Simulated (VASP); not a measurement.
The system is AgCl.

```
Ag Cl
1.0
     0.00000    2.77266    2.77266
     2.77266    0.00000    2.77266
     2.77266    2.77266    0.00000
Ag Cl
1 1
Direct
  0.00000 0.00000 0.00000
  0.50000 0.50000 0.50000
```

- Program: VASP 6.6.1
- Task: relaxation of cell and atoms
- Functional: PBE
- Potentials or basis: VASP PAW PBE potentials, release 64 (Ag, Cl)
- Cutoff: 600 eV
- k mesh: 8 × 8 × 8
- Occupations: fermi-dirac, width 0.02 eV
- Spin: no spin polarisation

At the start: pressure 1.5 GPa; volume 21.32 Å³/atom.

Question: How do energy, volume and symmetry change on relaxing?

Answer: Over 3 steps the energy falls by 3.3 meV/atom and the volume is 22.03 Å³/atom (+3.4 %); space group Fm-3m (No. 225, to 0.05 Å).

The path:
```tsv
step	energy change (eV)	largest force (eV/Å)	pressure (GPa)	volume (Å³)
1	0.0000	0.0000	1.53	42.63
2	-0.0065	0.0000	0.15	43.90
3	-0.0066	0.0000	0.00	44.06
```

Final structure:
```cif
data_structure
_symmetry_space_group_name_H-M 'P 1'
_symmetry_Int_Tables_number 1
_cell_length_a 3.9645
_cell_length_b 3.9645
_cell_length_c 3.9645
_cell_angle_alpha 60.000
_cell_angle_beta 60.000
_cell_angle_gamma 60.000
_cell_volume 44.06
loop_
_atom_site_label
_atom_site_type_symbol
_atom_site_fract_x
_atom_site_fract_y
_atom_site_fract_z
_atom_site_occupancy
Ag1 Ag 0.00000 0.00000 0.00000 1
Cl1 Cl 0.50000 0.50000 0.50000 1
```
